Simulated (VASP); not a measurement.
# V (P6/mmm) in VASP: a series of runs

Runs on V. Level: PBEsol. Tasks: single point, relaxation of cell and atoms.

Everything below comes from runs of VASP 6.6.1. Logs are shortened: lines on timing, memory, paths and dates and some standing lists are left out, and cuts for length are marked.

### 1 The cell of the first run

It takes space group P6/mmm (No. 191, hexagonal). Conventional cell: a = 2.260 Å, b = 2.260 Å, c = 2.111 Å, α = 90.00°, β = 90.00°, γ = 120.00°. Within 2.8 Å of V (site symmetry 6/mmm) lie 8 V at 2.11 to 2.26 Å.

### 2 Single point, PBEsol

Input file INCAR:

```
PREC = Accurate
ENCUT = 520
EDIFF = 1E-6
ISMEAR = -1
SIGMA = 0.05
LREAL = F
LASPH = T
NELM = 80
ALGO = Normal
ISIF = 2
LWAVE = F
LCHARG = T
GGA = PS
LELF = T
LVHAR = T
NBANDS = 12
```

Input file KPOINTS:

```
Automatic mesh
0
Gamma
  19 19 18
```

Input file POSCAR:

```
V
1.0
    2.2597564178      0.0000000000      0.0000000000
   -1.1298782089      1.9570064642      0.0000000000
    0.0000000000      0.0000000000      2.1113564612
V
1
Direct
    0.0000000000      0.0000000000      0.0000000000
```

Potentials or basis: VASP PAW PBE potentials, release 64 (V_sv).

The run is started by

```sh
> cat potpaw_PBE.64/V_sv/POTCAR > POTCAR
> mpirun -np 1 vasp_std > vasp.out
```

OUTCAR:

```text
PREC = Accurate
   ENCUT = 520
   EDIFF = 1E-6
   ISMEAR = -1
   LREAL = F
   LASPH = T
   NELM = 80
   ISIF = 2
   GGA = PS

 ion  position               nearest neighbor table
   1  0.000  0.000  0.000-

  LATTYP: Found a hexagonal cell.
 ALAT       =     2.2597564178
 C/A-ratio  =     0.9343292244

  Lattice vectors:

 A1 = (   2.2597564178,   0.0000000000,   0.0000000000)
 A2 = (  -1.1298782089,   1.9570064642,   0.0000000000)
 A3 = (   0.0000000000,   0.0000000000,   2.1113564612)

Analysis of symmetry for initial positions (statically):
=====================================================================
 Subroutine PRICEL returns:
 Original cell was already a primitive cell.

 Routine SETGRP: Setting up the symmetry group for a
 hexagonal supercell.

 Subroutine GETGRP returns: Found 24 space group operations
 (whereof 24 operations were pure point group operations)
 out of a pool of 24 trial point group operations.

The static configuration has the point symmetry D_6h.

Analysis of symmetry for dynamics (positions and initial velocities):
=====================================================================
 Subroutine PRICEL returns:
 Original cell was already a primitive cell.

 Routine SETGRP: Setting up the symmetry group for a
 hexagonal supercell.

 Subroutine GETGRP returns: Found 24 space group operations
 (whereof 24 operations were pure point group operations)
 out of a pool of 24 trial point group operations.

The dynamic configuration has the point symmetry D_6h.

 Subroutine INISYM returns: Found 24 space group operations
 (whereof 24 operations are pure point group operations),
 and found     1 'primitive' translations

----------------------------------------------------------------------------------------

                                     Primitive cell

  volume of cell :       9.3372

  direct lattice vectors                    reciprocal lattice vectors
     2.259756418  0.000000000  0.000000000     0.442525571  0.255492258  0.000000000
    -1.129878209  1.957006464  0.000000000     0.000000000  0.510984516  0.000000000
     0.000000000  0.000000000  2.111356461     0.000000000  0.000000000  0.473629166

  length of vectors
     2.259756418  2.259756418  2.111356461     0.510984516  0.510984516  0.473629166

  position of ions in fractional coordinates (direct lattice)
     0.000000000  0.000000000  0.000000000

  ion indices of the primitive-cell ions
   primitive index   ion index
                 1           1

----------------------------------------------------------------------------------------

 KPOINTS: Automatic mesh

Automatic generation of k-mesh.
 Grid dimensions read from file:
 generate k-points for:   19   19   18

 Generating k-lattice:

  Cartesian coordinates                     Fractional coordinates (reciprocal lattice)
     0.023290820  0.013446961  0.000000000     0.052631579  0.000000000  0.000000000
     0.000000000  0.026893922  0.000000000     0.000000000  0.052631579  0.000000000
     0.000000000  0.000000000  0.026312731     0.000000000  0.000000000  0.055555556

  Length of vectors
     0.026893922  0.026893922  0.026312731

  Shift w.r.t. Gamma in fractional coordinates (k-lattice)
     0.000000000  0.000000000  0.000000000

 Subroutine IBZKPT returns following result:
 ===========================================

 Found    400 irreducible k-points:

 Following reciprocal coordinates:
            Coordinates               Weight
  0.000000  0.000000  0.000000      1.000000
  0.052632  0.000000  0.000000      6.000000
  0.105263  0.000000  0.000000      6.000000
  0.157895  0.000000  0.000000      6.000000
  0.210526  0.000000  0.000000      6.000000
  0.263158  0.000000  0.000000      6.000000
[... 16 lines left out ...]
  0.263158  0.105263  0.000000     12.000000
  0.315789  0.105263  0.000000     12.000000
 [... further k-points ...]
   k-points           NKPTS =    400   k-points in BZ     NKDIM =    400   number of bands    NBANDS=     12
   number of dos      NEDOS =    301   number of ions     NIONS =      1
   total plane-waves  NPLWV =   5184
   dimension x,y,z NGX =    18 NGY =   18 NGZ =   16
   dimension x,y,z NGXF=    36 NGYF=   36 NGZF=   32
   ions per type =               1
   NGX,Y,Z   is equivalent  to a cutoff of  13.24, 13.24, 12.60 a.u.
   NGXF,Y,Z  is equivalent  to a cutoff of  26.48, 26.48, 25.20 a.u.
 SYSTEM =  unknown system
   PREC   = accura    normal or accurate (medium, high low for compatibility)
   ISTART =      0    job   : 0-new  1-cont  2-samecut
   ICHARG =      2    charge: 1-file 2-atom 10-const
   ISPIN  =      1    spin polarized calculation?
   LNONCOLLINEAR =      F non collinear calculations
   LSORBIT =      F    spin-orbit coupling
   LASPH  =      T    aspherical Exc in radial PAW
   ENCUT  =  520.0 eV  38.22 Ry    6.18 a.u.   4.20  4.20  3.93*2*pi/ulx,y,z
   NELM   =     80;   NELMIN=  2; NELMDL= -5     # of ELM steps
   EDIFF  = 0.1E-05   stopping-criterion for ELM
   LREAL  =      F    real-space projection
   EDIFFG = 0.1E-04   stopping-criterion for IOM
   NSW    =      0    number of steps for IOM
   IBRION =     -1    ionic relax: 0-MD 1-quasi-New 2-CG
   NFREE  =      0    steps in history (QN), initial steepest desc. (CG)
   ISIF   =      2    stress and relaxation
   ISYM   =      2    0-nonsym 1-usesym 2-fastsym
   POTIM  = 0.5000    time-step for ionic-motion
   TEBEG  =    0.0;   TEEND  =   0.0 temperature during run
   PSTRESS=    0.0 pullay stress
   NELECT =      13.0000    total number of electrons
   NUPDOWN=      -1.0000    fix difference up-down
   EMIN   =  10.00;   EMAX   =-10.00  energy-range for DOS
   EFERMI =   0.00;   METHOD = LEGACY
   ISMEAR =    -1;   SIGMA  =   0.05  broadening in eV -4-tet -1-fermi 0-gaus
   EFERMI_NEDOS =   21; number of points for ismear=-14 and -15
   IALGO  =     38    algorithm
   IMIX   =      4    mixing-type and parameters
     AMIX     =   0.40;   BMIX     =  1.00
     AMIX_MAG =   1.60;   BMIX_MAG =  1.00
  volume/ion in A,a.u.               =       9.34        63.01
  Fermi-wavevector in a.u.,A,eV,Ry     =   1.828033  3.454482 45.466673  3.341706
  Thomas-Fermi vector in A             =   2.883009
   LORBIT       =      0    0 simple, 1 ext, 2 COOP (PROOUT), +10 PAW based schemes
   GGA     = PS    functional components
   LHFCALC =     F    Hartree Fock is set to
   AEXX    =    0.0000 exact exchange contribution
   IVDW    =     0    specifies the selected vdW correction
   LEPSILON=     F    determine dielectric tensor
   LRPA    =     F    only Hartree local field effects (RPA)
 non-spin polarized calculation
  energy-cutoff  :      520.00
  volume of cell :        9.34
 maximum number of plane-waves:       260
 NGX is ok and might be reduce to    18

 number of electron      13.0000007 magnetization

 Free energy of the ion-electron system (eV)
  ---------------------------------------------------
  ext. energy  EPLUGINS =         0.00000000
  ---------------------------------------------------
  free energy    TOTEN  =        -7.82061662 eV

  energy without entropy =       -7.81360509  energy(sigma->0) =       -7.81711085

 E-fermi :  15.3654     XC(G=0): -15.1486

 val. band max:       15.3632215592   @ k =   0.3158   0.1053   0.4444
 cond. band min:      15.3736896773   @ k =   0.1053   0.1053   0.4444
 fundamental gap:      0.0104681181
 Fermi energy:        15.3653712664

 k-point     1 :       0.0000    0.0000    0.0000
  band No.  band energies     occupation
      1     -48.7692      2.00000
      2     -20.7918      2.00000
      3     -20.7918      2.00000
      4     -20.6955      2.00000
      5       8.1126      2.00000
      6      11.2736      2.00000
      7      15.3229      1.40129
      8      15.3229      1.40128
      9      20.8578      0.00000
     10      20.8578      0.00000
     11      35.3980      0.00000
     12      39.4639      0.00000

 k-point     2 :       0.0526    0.0000    0.0000
  band No.  band energies     occupation
      1     -48.7490      2.00000
      2     -20.8811      2.00000
      3     -20.8105      2.00000
      4     -20.6862      2.00000
      5       8.2640      2.00000
      6      11.3393      2.00000
      7      15.1809      1.95121
      8      15.4465      0.32994
      9      20.7422      0.00000
     10      20.8387      0.00000
     11      35.5997      0.00000
     12      39.6963      0.00000

 k-point     3 :       0.1053    0.0000    0.0000
  band No.  band energies     occupation
      1     -48.6903      2.00000
      2     -21.1363      2.00000
      3     -20.8641      2.00000
      4     -20.6592      2.00000
      5       8.6935      2.00000
      6      11.5290      2.00000
      7      14.8089      1.99997
      8      15.8104      0.00027
      9      20.4191      0.00000
     10      20.7836      0.00000
     11      36.0708      0.00000
     12      40.3662      0.00000
[... 286 lines left out ...]
 k-point    23 :       0.2632    0.1053    0.0000
  band No.  band energies     occupation
      1     -48.1914      2.00000
      2     -22.9599      2.00000
      3     -21.4285      2.00000
      4     -20.4361      2.00000
      5      11.2496      2.00000
      6      12.4105      2.00000
      7      14.5033      2.00000
      8      18.3483      0.00000
      9      19.7435      0.00000
     10      20.1852      0.00000
     11      32.8038      0.00000
     12      36.6355      0.00000

 k-point    24 :       0.3158    0.1053    0.0000
  band No.  band energies     occupation
      1     -48.0841      2.00000
      2     -23.3114      2.00000
      3     -21.5436      2.00000
      4     -20.3898      2.00000
      5      11.0260      2.00000
      6      12.7496      2.00000
      7      15.4324      0.41494
      8      17.9890      0.00000
      9      20.0618      0.00000
     10      20.7491      0.00000
     11      31.2432      0.00000
     12      35.6543      0.00000

 [... further k-points ...]

------------------------ aborting loop because EDIFF is reached ----------------------------------------

  FORCE on cell =-STRESS in cart. coord.  units (eV):
  Direction    XX          YY          ZZ          XY          YZ          ZX
  --------------------------------------------------------------------------------------
  -------------------------------------------------------------------------------------
  Total        7.7344301      7.7344301      7.8443095      0.0000000      0.0000000      0.0000000
  in kB     1327.1605151   1327.1605151   1346.0148522      0.0000000      0.0000000      0.0000000
  external PRESSURE =    1333.4452941 kB  Pullay stress =       0.0000000 kB

 VOLUME and BASIS-vectors are now :
 -----------------------------------------------------------------------------
  energy-cutoff  :      520.00
  volume of cell :        9.34
      direct lattice vectors                 reciprocal lattice vectors
     2.259756418  0.000000000  0.000000000     0.442525571  0.255492258  0.000000000
    -1.129878209  1.957006464  0.000000000     0.000000000  0.510984516  0.000000000
     0.000000000  0.000000000  2.111356461     0.000000000  0.000000000  0.473629166

 POSITION                                       TOTAL-FORCE (eV/Angst)
 -----------------------------------------------------------------------------------
      0.00000      0.00000      0.00000         0.000000      0.000000      0.000000
 -----------------------------------------------------------------------------------
    total drift:                                0.000000      0.000000      0.000000

  FREE ENERGIE OF THE ION-ELECTRON SYSTEM (eV)
  ---------------------------------------------------
  free  energy   TOTEN  =        -7.8206166173 eV

  energy  without entropy=       -7.8136050921  energy(sigma->0) =       -7.81711085
```

It took 26 s on 1 thread of Intel Xeon Platinum 8488C (Sapphire Rapids), shared host; peak memory 0.15 GiB.

Results:

```
Free energy : -7.8206 eV
Pressure    : 133.3 GPa
```

Levels at points of the mesh, in eV from the Fermi level:
```tsv
k point	band 3	band 4	band 5	band 6	band 7	band 8	band 9	band 10
(0.00, 0.00, 0.00)	-36.16	-36.06	-7.25	-4.09	-0.04	-0.04	5.49	5.49
(0.00, 0.00, 0.50)	-35.83	-35.83	-2.61	0.63	0.99	0.99	1.99	1.99
```

Caveat: the PAW data sets were made with another functional, which shifts forces and pressure a little.

### 3 Single point, PBEsol

This run uses another cell than the first one: it holds 3 atoms, not 1.

Input file INCAR:

```
ALGO = Normal ; EDIFF = 1E-7
ENCUT = 520 ; GGA = PS
ISIF = 2 ; ISMEAR = -1
LASPH = T ; LCHARG = F
LREAL = F ; LWAVE = F
NBANDS = 26 ; NELM = 80
PREC = Accurate ; SIGMA = 0.05
```

Input file KPOINTS:

```
k-points
0
Gamma
  10 10 14
```

Input file POSCAR:

```
V
1.0
    3.9008733949      0.0000000000      0.0000000000
   -1.9504366975      3.3782554570      0.0000000000
    0.0000000000      0.0000000000      2.0974930643
V
3
Direct
    0.0000000000      0.0000000000      0.0000000000
    0.3333333333      0.6666666667      0.5000000000
    0.6666666667      0.3333333333      0.5000000000
```

Potentials or basis: VASP PAW PBE potentials, release 64 (V_sv).

The run is started by

```sh
> cat potpaw_PBE.64/V_sv/POTCAR > POTCAR
> mpirun -np 1 vasp_std > vasp.out
```

OUTCAR:

```text
EDIFF = 1E-7
   ENCUT = 520
   GGA = PS
   ISIF = 2
   ISMEAR = -1
   LASPH = T
   LREAL = F
   NELM = 80
   PREC = Accurate

 ion  position               nearest neighbor table
   1  0.000  0.000  0.000-   2 2.48   3 2.48   2 2.48   3 2.48   3 2.48   3 2.48   2 2.48   2 2.48
                             3 2.48   3 2.48   2 2.48   2 2.48
   2  0.333  0.667  0.500-   3 2.25   3 2.25   3 2.25   1 2.48   1 2.48   1 2.48   1 2.48   1 2.48
                             1 2.48
[... 897 lines left out ...]
  Direction    XX          YY          ZZ          XY          YZ          ZX
  --------------------------------------------------------------------------------------
  -------------------------------------------------------------------------------------
  Total       22.7313801     22.7313801     23.3462837     -0.0000000      0.0000000      0.0000000
  in kB     1317.5937053   1317.5937053   1353.2357599     -0.0000000      0.0000000      0.0000000
  external PRESSURE =    1329.4743902 kB  Pullay stress =       0.0000000 kB

 VOLUME and BASIS-vectors are now :
 -----------------------------------------------------------------------------
  energy-cutoff  :      520.00
  volume of cell :       27.64
      direct lattice vectors                 reciprocal lattice vectors
     3.900873395  0.000000000  0.000000000     0.256352847  0.148005385  0.000000000
    -1.950436698  3.378255457  0.000000000     0.000000000  0.296010770  0.000000000
     0.000000000  0.000000000  2.097493064     0.000000000  0.000000000  0.476759622

 POSITION                                       TOTAL-FORCE (eV/Angst)
 -----------------------------------------------------------------------------------
      0.00000      0.00000      0.00000        -0.000000      0.000000      0.000000
     -0.00000      2.25217      1.04875         0.000000      0.000000      0.000000
      1.95044      1.12609      1.04875        -0.000000      0.000000      0.000000
 -----------------------------------------------------------------------------------
    total drift:                               -0.000000      0.000000      0.000000

  FREE ENERGIE OF THE ION-ELECTRON SYSTEM (eV)
  ---------------------------------------------------
  free  energy   TOTEN  =       -24.8127971454 eV

  energy  without entropy=      -24.7941535373  energy(sigma->0) =      -24.80347534
```

OSZICAR:

```text
N       E                     dE             d eps       ncg     rms          rms(c)
DAV:   1     0.519434208476E+03    0.51943E+03   -0.22003E+04  5832   0.185E+03
DAV:   2    -0.622259523819E+01   -0.52566E+03   -0.51683E+03  5884   0.596E+02
DAV:   3    -0.268007141494E+02   -0.20578E+02   -0.20068E+02  7070   0.136E+02
DAV:   4    -0.271133155040E+02   -0.31260E+00   -0.31152E+00  6656   0.174E+01
DAV:   5    -0.271177474372E+02   -0.44319E-02   -0.44307E-02  6674   0.208E+00    0.598E+01
DAV:   6    -0.249831948744E+02    0.21346E+01   -0.66737E+00  6180   0.269E+01    0.213E+01
DAV:   7    -0.248379502585E+02    0.14524E+00   -0.81270E-01  6870   0.862E+00    0.461E+00
DAV:   8    -0.248423446067E+02   -0.43943E-02   -0.38028E-01  7322   0.732E+00    0.305E+00
DAV:   9    -0.248129313096E+02    0.29413E-01   -0.16602E-01  7260   0.476E+00    0.154E-01
DAV:  10    -0.248127979273E+02    0.13338E-03   -0.40509E-03  6254   0.733E-01    0.999E-02
DAV:  11    -0.248128025533E+02   -0.46260E-05   -0.90862E-05  7584   0.977E-02    0.544E-02
DAV:  12    -0.248128004380E+02    0.21152E-05   -0.26070E-05  7108   0.556E-02    0.184E-02
DAV:  13    -0.248127985458E+02    0.18923E-05   -0.35790E-06  6242   0.216E-02    0.204E-03
DAV:  14    -0.248127971535E+02    0.13923E-05   -0.15464E-07  3750   0.465E-03    0.286E-03
DAV:  15    -0.248127971454E+02    0.80872E-08   -0.69224E-08  3124   0.294E-03
   1 F= -.24812797E+02 E0= -.24803475E+02  d E =-.186436E-01
```

stdout:

```text
POSCAR found type information on POSCAR V
 POSCAR found :  1 types and       3 ions
 scaLAPACK will be used
 -----------------------------------------------------------------------------
|                                                                             |
|                                                                             |
|     You enforced a specific xc type in the INCAR file but a different       |
|     I HOPE YOU KNOW WHAT YOU ARE DOING!                                     |
|                                                                             |
 -----------------------------------------------------------------------------

 LDA part: xc-table for (Slater+PW92), standard interpolation
 POSCAR, INCAR and KPOINTS ok, starting setup
 FFT: planning ... GRIDC
 FFT: planning ... GRID_SOFT
 FFT: planning ... GRID
 WAVECAR not read
 entering main loop
```

It took 76 s on 1 thread of Intel Xeon Platinum 8488C (Sapphire Rapids), shared host; peak memory 0.18 GiB.

What came out:

```yaml
Free_energy: -24.8128 eV
Pressure: 132.9 GPa
```

Stress tensor (GPa, compression positive):
```
131.76   0.00   0.00
  0.00 131.76   0.00
  0.00   0.00 135.32
```

Caveat: the PAW data sets were made with another functional, which shifts forces and pressure a little.

(Part 1 of 2 ends here.)
